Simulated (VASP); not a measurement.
# ScB2 (P6/mmm) in VASP: notebook

The runs below take ScB2 through single point, relaxation of cell and atoms, with LDA.

Program: VASP 6.6.1. These are calculated values, not measurements. Logs are shortened: lines on timing, memory, paths and dates and some standing lists are left out, and cuts for length are marked.

### 1 The cell of the first run

It takes space group P6/mmm (No. 191, hexagonal). Conventional cell: a = 3.100 Å, b = 3.100 Å, c = 3.454 Å, α = 90.00°, β = 90.00°, γ = 120.00°. Within 3.3 Å of Sc (site symmetry 6/mmm) lie 12 B at 2.49 Å and 6 Sc at 3.10 Å. Within 2.4 Å of B (site symmetry -6m2) lie 3 B at 1.79 Å.

### 2 Single point, LDA

Input file INCAR:

```
SYSTEM = ScB2
  PREC = Accurate
  ENCUT = 520
  EDIFF = 1E-7
  ISMEAR = 0
  SIGMA = 0.1
  LREAL = .False.
  LASPH = .True.
  NELM = 100
  ALGO = Normal
  ISIF = 2
  LWAVE = .False.
  LCHARG = .False.
  GGA = CA
  NBANDS = 16
```

Input file KPOINTS:

```
regular mesh
0
Gamma
  15 15 12
  0 0 0
```

Input file POSCAR:

```
ScB2
1.0
    3.0999032952      0.0000000000      0.0000000000
   -1.5499516476      2.6845950030      0.0000000000
    0.0000000000      0.0000000000      3.4538399195
Sc B
1 2
Direct
    0.0000000000      0.0000000000      0.0000000000
    0.3333333333      0.6666666667      0.5000000000
    0.6666666667      0.3333333333      0.5000000000
```

Potentials or basis: VASP PAW LDA potentials, release 64 (Sc_sv, B).

The run is started by

```sh
$ cat potpaw_LDA.64/Sc_sv/POTCAR potpaw_LDA.64/B/POTCAR > POTCAR
$ mpirun -np 1 vasp_std > vasp.out
```

OUTCAR:

```text
SYSTEM = ScB2
   PREC = Accurate
   ENCUT = 520
   EDIFF = 1E-7
   ISMEAR = 0
   LREAL = .False.
   LASPH = .True.
   NELM = 100
   ISIF = 2
   GGA = CA

 ion  position               nearest neighbor table
   1  0.000  0.000  0.000-   2 2.49   3 2.49   2 2.49   3 2.49   3 2.49   3 2.49   2 2.49   2 2.49
                             3 2.49   3 2.49   2 2.49   2 2.49
   2  0.333  0.667  0.500-   3 1.79   3 1.79   3 1.79   1 2.49   1 2.49   1 2.49   1 2.49   1 2.49
                             1 2.49
   3  0.667  0.333  0.500-   2 1.79   2 1.79   2 1.79   1 2.49   1 2.49   1 2.49   1 2.49   1 2.49
                             1 2.49

  LATTYP: Found a hexagonal cell.
 ALAT       =     3.0999032952
 C/A-ratio  =     1.1141766664

  Lattice vectors:

 A1 = (   3.0999032952,   0.0000000000,   0.0000000000)
 A2 = (  -1.5499516476,   2.6845950030,   0.0000000000)
 A3 = (   0.0000000000,   0.0000000000,   3.4538399195)

Analysis of symmetry for initial positions (statically):
=====================================================================
 Subroutine PRICEL returns:
 Original cell was already a primitive cell.

 Routine SETGRP: Setting up the symmetry group for a
 hexagonal supercell.

 Subroutine GETGRP returns: Found 24 space group operations
 (whereof 24 operations were pure point group operations)
 out of a pool of 24 trial point group operations.

The static configuration has the point symmetry D_6h.

Analysis of symmetry for dynamics (positions and initial velocities):
=====================================================================
 Subroutine PRICEL returns:
 Original cell was already a primitive cell.

 Routine SETGRP: Setting up the symmetry group for a
 hexagonal supercell.

 Subroutine GETGRP returns: Found 24 space group operations
 (whereof 24 operations were pure point group operations)
 out of a pool of 24 trial point group operations.

The dynamic configuration has the point symmetry D_6h.

 Subroutine INISYM returns: Found 24 space group operations
 (whereof 24 operations are pure point group operations),
 and found     1 'primitive' translations

----------------------------------------------------------------------------------------

                                     Primitive cell

  volume of cell :      28.7428

  direct lattice vectors                    reciprocal lattice vectors
     3.099903295  0.000000000  0.000000000     0.322590708  0.186247832  0.000000000
    -1.549951648  2.684595003  0.000000000     0.000000000  0.372495665  0.000000000
     0.000000000  0.000000000  3.453839920     0.000000000  0.000000000  0.289532817

  length of vectors
     3.099903295  3.099903295  3.453839920     0.372495665  0.372495665  0.289532817

  position of ions in fractional coordinates (direct lattice)
     0.000000000  0.000000000  0.000000000
     0.333333333  0.666666667  0.500000000
     0.666666667  0.333333333  0.500000000

  ion indices of the primitive-cell ions
   primitive index   ion index
                 1           1
                 2           2
                 3           3

----------------------------------------------------------------------------------------

 KPOINTS: regular mesh

Automatic generation of k-mesh.
 Grid dimensions read from file:
 generate k-points for:   15   15   12

 Generating k-lattice:

  Cartesian coordinates                     Fractional coordinates (reciprocal lattice)
     0.021506047  0.012416522  0.000000000     0.066666667 -0.000000000  0.000000000
     0.000000000  0.024833044  0.000000000     0.000000000  0.066666667  0.000000000
     0.000000000  0.000000000  0.024127735     0.000000000  0.000000000  0.083333333

  Length of vectors
     0.024833044  0.024833044  0.024127735

  Shift w.r.t. Gamma in fractional coordinates (k-lattice)
     0.000000000  0.000000000  0.000000000

 Subroutine IBZKPT returns following result:
 ===========================================

 Found    189 irreducible k-points:

 Following reciprocal coordinates:
            Coordinates               Weight
  0.000000  0.000000  0.000000      1.000000
  0.066667  0.000000  0.000000      6.000000
  0.133333  0.000000  0.000000      6.000000
  0.200000  0.000000  0.000000      6.000000
  0.266667  0.000000  0.000000      6.000000
  0.333333  0.000000  0.000000      6.000000
[... 16 lines left out ...]
  0.333333  0.200000  0.000000     12.000000
  0.400000  0.200000  0.000000      6.000000
 [... further k-points ...]
   k-points           NKPTS =    189   k-points in BZ     NKDIM =    189   number of bands    NBANDS=     16
   number of dos      NEDOS =    301   number of ions     NIONS =      3
   total plane-waves  NPLWV =  16128
   dimension x,y,z NGX =    24 NGY =   24 NGZ =   28
   dimension x,y,z NGXF=    48 NGYF=   48 NGZF=   56
   ions per type =               1   2
   NGX,Y,Z   is equivalent  to a cutoff of  12.87, 12.87, 13.48 a.u.
   NGXF,Y,Z  is equivalent  to a cutoff of  25.74, 25.74, 26.95 a.u.
 SYSTEM =  ScB2
   PREC   = accura    normal or accurate (medium, high low for compatibility)
   ISTART =      0    job   : 0-new  1-cont  2-samecut
   ICHARG =      2    charge: 1-file 2-atom 10-const
   ISPIN  =      1    spin polarized calculation?
   LNONCOLLINEAR =      F non collinear calculations
   LSORBIT =      F    spin-orbit coupling
   LASPH  =      T    aspherical Exc in radial PAW
   ENCUT  =  520.0 eV  38.22 Ry    6.18 a.u.   5.76  5.76  6.42*2*pi/ulx,y,z
   NELM   =    100;   NELMIN=  2; NELMDL= -5     # of ELM steps
   EDIFF  = 0.1E-06   stopping-criterion for ELM
   LREAL  =      F    real-space projection
   EDIFFG = 0.1E-05   stopping-criterion for IOM
   NSW    =      0    number of steps for IOM
   IBRION =     -1    ionic relax: 0-MD 1-quasi-New 2-CG
   NFREE  =      0    steps in history (QN), initial steepest desc. (CG)
   ISIF   =      2    stress and relaxation
   ISYM   =      2    0-nonsym 1-usesym 2-fastsym
   POTIM  = 0.5000    time-step for ionic-motion
   TEBEG  =    0.0;   TEEND  =   0.0 temperature during run
   PSTRESS=    0.0 pullay stress
   NELECT =      17.0000    total number of electrons
   NUPDOWN=      -1.0000    fix difference up-down
   EMIN   =  10.00;   EMAX   =-10.00  energy-range for DOS
   EFERMI =   0.00;   METHOD = LEGACY
   ISMEAR =     0;   SIGMA  =   0.10  broadening in eV -4-tet -1-fermi 0-gaus
   EFERMI_NEDOS =   21; number of points for ismear=-14 and -15
   IALGO  =     38    algorithm
   IMIX   =      4    mixing-type and parameters
     AMIX     =   0.40;   BMIX     =  1.00
     AMIX_MAG =   1.60;   BMIX_MAG =  1.00
  volume/ion in A,a.u.               =       9.58        64.66
  Fermi-wavevector in a.u.,A,eV,Ry     =   1.374194  2.596850 25.693372  1.888410
  Thomas-Fermi vector in A             =   2.499643
   LORBIT       =      0    0 simple, 1 ext, 2 COOP (PROOUT), +10 PAW based schemes
   GGA     = CA    functional components
   LHFCALC =     F    Hartree Fock is set to
   AEXX    =    0.0000 exact exchange contribution
   IVDW    =     0    specifies the selected vdW correction
   LEPSILON=     F    determine dielectric tensor
   LRPA    =     F    only Hartree local field effects (RPA)
 non-spin polarized calculation
 Gauss-broadening in eV      SIGMA  =   0.10
  energy-cutoff  :      520.00
  volume of cell :       28.74
 maximum number of plane-waves:       789
 NGX is ok and might be reduce to    24
   NGX = 11   NGY = 11   NGZ = 13

 number of electron      17.0000002 magnetization

 Free energy of the ion-electron system (eV)
  ---------------------------------------------------
  ext. energy  EPLUGINS =         0.00000000
  ---------------------------------------------------
  free energy    TOTEN  =       -24.38947159 eV

  energy without entropy =      -24.38451195  energy(sigma->0) =      -24.38699177

 E-fermi :   6.2525     XC(G=0): -12.3267

 val. band max:        6.2354308284   @ k =   0.1333   0.0667   0.0000
 cond. band min:       6.2671054118   @ k =   0.2667   0.0667   0.3333
 fundamental gap:      0.0316745833
 Fermi energy:         6.2524506738

 k-point     1 :       0.0000    0.0000    0.0000
  band No.  band energies     occupation
      1     -41.2033      2.00000
      2     -20.3012      2.00000
      3     -19.9310      2.00000
      4     -19.9310      2.00000
      5      -5.3656      2.00000
      6       4.8165      2.00000
[... 8 lines left out ...]
     15      13.0549      0.00000
     16      13.7687      0.00000

 k-point     2 :       0.0667    0.0000    0.0000
  band No.  band energies     occupation
      1     -41.1995      2.00000
      2     -20.2963      2.00000
      3     -19.9589      2.00000
      4     -19.9371      2.00000
      5      -5.2809      2.00000
      6       4.7769      2.00000
[... 8 lines left out ...]
     15      13.5542      0.00000
     16      14.0611      0.00000

 k-point     3 :       0.1333    0.0000    0.0000
  band No.  band energies     occupation
      1     -41.1886      2.00000
      2     -20.2823      2.00000
      3     -20.0371      2.00000
      4     -19.9541      2.00000
      5      -5.0310      2.00000
      6       4.3372      2.00000
[... 8 lines left out ...]
     15      14.6363      0.00000
     16      14.8929      0.00000

 k-point     4 :       0.2000    0.0000    0.0000
  band No.  band energies     occupation
      1     -41.1726      2.00000
      2     -20.2618      2.00000
      3     -20.1504      2.00000
      4     -19.9791      2.00000
      5      -4.6271      2.00000
      6       3.3787      2.00000
[... 8 lines left out ...]
     15      14.4520      0.00000
     16      15.9908      0.00000
[... 324 lines left out ...]
 k-point    22 :       0.2667    0.2000    0.0000
  band No.  band energies     occupation
      1     -41.1191      2.00000
      2     -20.4249      2.00000
      3     -20.1930      2.00000
      4     -20.1532      2.00000
      5      -2.5650      2.00000
      6       0.9137      2.00000
[... 8 lines left out ...]
     15      15.3817      0.00000
     16      17.0188      0.00000

 k-point    23 :       0.3333    0.2000    0.0000
  band No.  band energies     occupation
      1     -41.1102      2.00000
      2     -20.4592      2.00000
      3     -20.1919      2.00000
      4     -20.1816      2.00000
      5      -1.7654      2.00000
      6       0.0306      2.00000
[... 8 lines left out ...]
     15      15.7572      0.00000
     16      16.9957      0.00000

 k-point    24 :       0.4000    0.2000    0.0000
  band No.  band energies     occupation
      1     -41.1070      2.00000
      2     -20.4708      2.00000
      3     -20.2060      2.00000
      4     -20.1776      2.00000
      5      -0.9568      2.00000
      6      -0.8169      2.00000
[... 8 lines left out ...]
     15      15.9759      0.00000
     16      16.9443      0.00000

 [... further k-points ...]
[... 5 lines left out ...]
  --------------------------------------------------------------------------------------
  -------------------------------------------------------------------------------------
  Total        0.1200886      0.1200886      0.1604289      0.0000000      0.0000000      0.0000000
  in kB        6.6939615      6.6939615      8.9426072      0.0000000      0.0000000      0.0000000
  external PRESSURE =       7.4435101 kB  Pullay stress =       0.0000000 kB

 VOLUME and BASIS-vectors are now :
 -----------------------------------------------------------------------------
  energy-cutoff  :      520.00
  volume of cell :       28.74
      direct lattice vectors                 reciprocal lattice vectors
     3.099903295  0.000000000  0.000000000     0.322590708  0.186247832  0.000000000
    -1.549951648  2.684595003  0.000000000     0.000000000  0.372495665  0.000000000
     0.000000000  0.000000000  3.453839920     0.000000000  0.000000000  0.289532817

 POSITION                                       TOTAL-FORCE (eV/Angst)
 -----------------------------------------------------------------------------------
      0.00000      0.00000      0.00000        -0.000000      0.000000      0.000000
     -0.00000      1.78973      1.72692         0.000000      0.000000      0.000000
      1.54995      0.89487      1.72692         0.000000     -0.000000     -0.000000
 -----------------------------------------------------------------------------------
    total drift:                               -0.000000      0.000000     -0.000000

  FREE ENERGIE OF THE ION-ELECTRON SYSTEM (eV)
  ---------------------------------------------------
  free  energy   TOTEN  =       -24.3894715851 eV

  energy  without entropy=      -24.3845119484  energy(sigma->0) =      -24.38699177
```

Run time: 26 s. Hardware: 1 thread of Intel Xeon 6975P-C (Granite Rapids), shared host; peak memory 0.19 GiB.

What came out:

```yaml
Free_energy: -24.3895 eV
Pressure: 0.7 GPa
```

Levels at points of the mesh, in eV from the Fermi level:
```
           k point  band 6  band 7  band 8  band 9  band 10  band 11  band 12  band 13
(0.00, 0.00, 0.00)   -1.44   -0.93   -0.93   -0.46     4.27     4.27     5.10     5.10
(0.00, 0.00, 0.50)   -5.86    0.52    0.52    2.03     2.03     2.50     2.50     3.27
```

### 3 Relaxation of cell and atoms, LDA

This run uses another cell than the first one, of 10.05 Å³/atom, 1.048 times its volume.

Input file INCAR:

```
SYSTEM = ScB2
ALGO = Normal
EDIFF = 1E-6
EDIFFG = -0.005
ENCUT = 600
IBRION = 2
ISIF = 3
ISMEAR = 0
LASPH = .True.
LCHARG = .False.
LREAL = .False.
LWAVE = .False.
NELM = 100
NSW = 70
PREC = Accurate
SIGMA = 0.1
```

Input file KPOINTS:

```
k-points
0
Gamma
  15 15 12
  0 0 0
```

Input file POSCAR:

```
ScB2
1.0
    3.1431857115      0.0000000000      0.0000000000
   -1.5715928557      2.7220786750      0.0000000000
    0.0000000000      0.0000000000      3.5221639689
Sc B
1 2
Direct
    0.0000000000      0.0000000000      0.0000000000
    0.3333333333      0.6666666667      0.5000000000
    0.6666666667      0.3333333333      0.5000000000
```

Potentials or basis: VASP PAW LDA potentials, release 64 (Sc_sv, B).

The run is started by

```sh
$ cat potpaw_LDA.64/Sc_sv/POTCAR potpaw_LDA.64/B/POTCAR > POTCAR
$ mpirun -np 1 vasp_std > vasp.out
```

OUTCAR:

```text
SYSTEM = ScB2
   EDIFF = 1E-6
   EDIFFG = -0.005
   ENCUT = 600
   IBRION = 2
   ISIF = 3
   ISMEAR = 0
   LASPH = .True.
   LREAL = .False.
   NELM = 100
   NSW = 70
   PREC = Accurate

 ion  position               nearest neighbor table
   1  0.000  0.000  0.000-   2 2.53   3 2.53   2 2.53   3 2.53   2 2.53   2 2.53   3 2.53   3 2.53
                             3 2.53   3 2.53   2 2.53   2 2.53
   2  0.333  0.667  0.500-   3 1.81   3 1.81   3 1.81   1 2.53   1 2.53   1 2.53   1 2.53   1 2.53
                             1 2.53
   3  0.667  0.333  0.500-   2 1.81   2 1.81   2 1.81   1 2.53   1 2.53   1 2.53   1 2.53   1 2.53
                             1 2.53

  LATTYP: Found a hexagonal cell.
 ALAT       =     3.1431857115
 C/A-ratio  =     1.1205713859

  Lattice vectors:

 A1 = (   3.1431857115,   0.0000000000,   0.0000000000)
 A2 = (  -1.5715928557,   2.7220786750,   0.0000000000)
 A3 = (   0.0000000000,   0.0000000000,   3.5221639689)
[... 381 lines left out ...]
 Fermi energy:         6.2263561885

 k-point     1 :       0.0000    0.0000    0.0000
  band No.  band energies     occupation
      1     -41.2466      2.00000
      2     -20.3440      2.00000
      3     -19.9763      2.00000
      4     -19.9763      2.00000
      5      -5.3796      2.00000
      6       4.7759      2.00000
      7       5.3048      2.00000
      8       5.3048      2.00000
      9       5.7628      2.00000
     10      10.4810      0.00000
     11      10.4810      0.00000
     12      11.2936      0.00000
[... 331 lines left out ...]
 k-point    24 :       0.4000    0.2000    0.0000
  band No.  band energies     occupation
      1     -41.1514      2.00000
      2     -20.5108      2.00000
      3     -20.2487      2.00000
      4     -20.2218      2.00000
      5      -0.9810      2.00000
      6      -0.8338      2.00000
      7       2.0005      2.00000
      8       4.7889      2.00000
      9       7.0558      0.00000
     10       7.8639      0.00000
     11      10.1995      0.00000
     12      11.1885      0.00000

 [... further k-points ...]
[... 5 lines left out ...]
  --------------------------------------------------------------------------------------
  -------------------------------------------------------------------------------------
  Total        0.0073697      0.0073697     -0.0024505      0.0000000      0.0000000     -0.0000000
  in kB        0.4093177      0.4093177     -0.1361047      0.0000000      0.0000000     -0.0000000
  external PRESSURE =       0.2275102 kB  Pullay stress =       0.0000000 kB
[... 18 lines left out ...]
  FREE ENERGIE OF THE ION-ELECTRON SYSTEM (eV)
  ---------------------------------------------------
  free  energy   TOTEN  =       -24.3918903318 eV

  energy  without entropy=      -24.3869261034  energy(sigma->0) =      -24.38940822

 reached required accuracy - stopping structural energy minimisation
```

CONTCAR:

```text
ScB2
   1.00000000000000
     3.1024588713192145   -0.0000000000007527    0.0000000000000000
    -1.5512294356109069    2.6868081967868256    0.0000000000000000
    -0.0000000000000000    0.0000000000000000    3.4606348237744502
  Sc              B
     1     2
Direct
     0.0000000000000000    0.0000000000000000    0.0000000000000000
     0.3333333332999970    0.6666666667000030    0.5000000000000000
     0.6666666667000030    0.3333333332999970    0.5000000000000000

  0.00000000E+00  0.00000000E+00  0.00000000E+00
  0.00000000E+00  0.00000000E+00  0.00000000E+00
  0.00000000E+00  0.00000000E+00  0.00000000E+00
```

It took 2.4 min on 1 thread of Intel Xeon 6975P-C (Granite Rapids), shared host; peak memory 0.22 GiB.

What came out:

```yaml
Free_energy: -24.3919 eV
Relaxed_volume: 9.62 Å³/atom
Relaxed_cell: a = 3.102 Å, b = 3.102 Å, c = 3.461 Å, α = 90.00°, β = 90.00°, γ = 120.00°
Space_group_after_relaxing_to_0.05_Å: P6/mmm (No. 191)
Energy_gained_by_relaxing: 11.7 meV/atom
Ionic_steps: 10
Pressure_after_relaxing: 0.0 GPa
```

Step by step:
```csv
step,energy change (eV),largest force (eV/Å),pressure (GPa),volume (Å³)
1,0.0000,0.0000,-8.42,30.14
2,-0.0116,0.0000,7.74,27.89
3,-0.0346,0.0000,-0.04,28.87
4,-0.0346,0.0000,0.15,28.85
5,-0.0350,0.0000,0.17,28.83
6,-0.0350,0.0000,0.15,28.83
7,-0.0350,0.0000,0.16,28.83
8,-0.0350,0.0000,0.16,28.83
9,-0.0350,0.0000,-0.13,28.87
10,-0.0350,0.0000,0.02,28.85
```

Final structure:
```
Sc B
1.0
     3.10246    0.00000    0.00000
    -1.55123    2.68681    0.00000
     0.00000    0.00000    3.46063
Sc B
1 2
Direct
  0.00000 0.00000 0.00000
  0.33333 0.66667 0.50000
  0.66667 0.33333 0.50000
```
